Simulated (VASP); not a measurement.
Here is a VASP 6.6.1 calculation.

Contents of INCAR:

```
PREC     = Accurate       # precision mode
ENCUT    = 520            # plane-wave cutoff, eV
EDIFF    = 1E-7           # SCF threshold, eV
ISMEAR   = -1             # smearing method
SIGMA    = 0.05           # smearing width, eV
LREAL    = False          # projectors in reciprocal space
LASPH    = True           # aspherical terms in the spheres
NELM     = 100            # most SCF steps
ALGO     = Normal         # electronic algorithm
ISIF     = 2              # what is computed and relaxed
LWAVE    = False          # write WAVECAR
LCHARG   = False          # write CHGCAR
GGA      = PS             # functional
NBANDS   = 15             # bands
```

File KPOINTS:

```
regular mesh
0
Gamma
  7 7 7
```

File POSCAR:

```
KBr
1.0
    0.0000000000      3.3000000000      3.3000000000
    3.3000000000      0.0000000000      3.3000000000
    3.3000000000      3.3000000000      0.0000000000
Br K
1 1
Direct
    0.5000000000      0.5000000000      0.5000000000
    0.0000000000      0.0000000000      0.0000000000
```

Potentials or basis: VASP PAW PBE potentials, release 64 (Br, K_sv).

Launch:

```console
$ cat potpaw_PBE.64/Br/POTCAR potpaw_PBE.64/K_sv/POTCAR > POTCAR
$ mpirun -np 1 vasp_std > vasp.out
```

Q: Predict the pressure.

A: -0.3 GPa.

Q: What does it give for the band gap on the k mesh?

A: 4.28 eV, direct.

Caveat: the PAW data sets were made with another functional, which shifts forces and pressure a little. Expect the measured gap to be larger: semilocal functionals such as PBEsol lack the derivative discontinuity.
